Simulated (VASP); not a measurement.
Input of a VASP 6.6.1 run:

Contents of INCAR:

```
SYSTEM = Mo2W
PREC     = Accurate       ! precision mode
ENCUT    = 520            ! plane-wave cutoff, eV
EDIFF    = 1E-6           ! SCF threshold, eV
ISMEAR   = 0              ! smearing method
SIGMA    = 0.1            ! smearing width, eV
LREAL    = .False.        ! projectors in reciprocal space
LASPH    = .True.         ! aspherical terms in the spheres
NELM     = 100            ! most SCF steps
ALGO     = Fast           ! electronic algorithm
ISIF     = 2              ! what is computed and relaxed
LWAVE    = .False.        ! write WAVECAR
LCHARG   = .True.         ! write CHGCAR
GGA      = PE             ! functional
LELF     = .True.         ! ELF
LVHAR    = .True.       
NBANDS   = 28             ! bands
```

File KPOINTS:

```
Automatic mesh
0
Gamma
  16 16 16
  0 0 0
```

Contents of POSCAR:

```
Mo2W
1.0
   -1.5518040903      1.5518040903      4.6559904507
    1.5518040903     -1.5518040903      4.6559904507
    1.5518040903      1.5518040903     -4.6559904507
Mo W
2 1
Direct
    0.3330229472      0.3330229472      0.0000000000
    0.6669770528      0.6669770528      0.0000000000
    0.0000000000      0.0000000000      0.0000000000
```

Potentials or basis: VASP PAW PBE potentials, release 64 (Mo_sv, W_sv).

Command:

```console
$ cat potpaw_PBE.64/Mo_sv/POTCAR potpaw_PBE.64/W_sv/POTCAR > POTCAR
$ mpirun -np 1 vasp_std > vasp.out
```

Task: What does it give for the pressure?

Result: 19.9 GPa.

Task: Predict the band gap on the k mesh.

Result: Zero (band 21 reaches 14.50 eV, above the bottom of band 22 at 11.78 eV).

Task: Estimate the largest force.

Result: 0.011 eV/Å.

Forces on the atoms (eV/Å):
```
Mo   0.000  0.000 -0.011
Mo   0.000  0.000  0.011
W    0.000  0.000  0.000
```

Caveat: spin-orbit coupling is left out, which moves the levels of the heavy elements.
